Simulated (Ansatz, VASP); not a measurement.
Two plane-wave programs on Ca

```
CELL_PARAMETERS angstrom
3.77507 0.00000 0.00000
-1.88754 3.26931 0.00000
0.00000 0.00000 27.32934
ATOMIC_POSITIONS crystal
Ca 0.66667 0.33333 0.27966
Ca 0.33333 0.66667 0.38850
Ca 0.00000 0.00000 0.50000
Ca 0.66667 0.33333 0.61150
Ca 0.33333 0.66667 0.72034
```

Alike in both runs: functional LDA; k mesh 9 × 9 × 1; occupations gaussian, width 0.1 eV; no spin polarisation.

Ansatz relaxed the structure, and its values are those at the end. VASP's run is a single point on that final structure, the one shown.

|  | VASP | Ansatz |
| --- | --- | --- |
| version | VASP 6.6.1 | Ansatz 0.2.0 |
| potentials or method | VASP PAW LDA potentials, release 64 (Ca_sv), cutoff 520 eV | scalar-relativistic, plane waves, PAW |
| valence electrons in the cell | 50 | 50 |

Ansatz gave:

* gap on the k mesh at the Fermi level (eV): none
* rms of the force components (eV/Å): 0.003
* work function, face that differs most (eV): 2.98

Question: Which values does VASP return?

Answer: gap on the k mesh at the Fermi level (eV): none; rms of the force components (eV/Å): 0.004; work function, face that differs most (eV): 2.98.

LDA's correlation is that of Perdew and Zunger in VASP and of Perdew and Wang (1992) in Ansatz. A gap of «none» marks a metal or a gap that the smearing closes. Ansatz's warnings: vacuum density over bound.
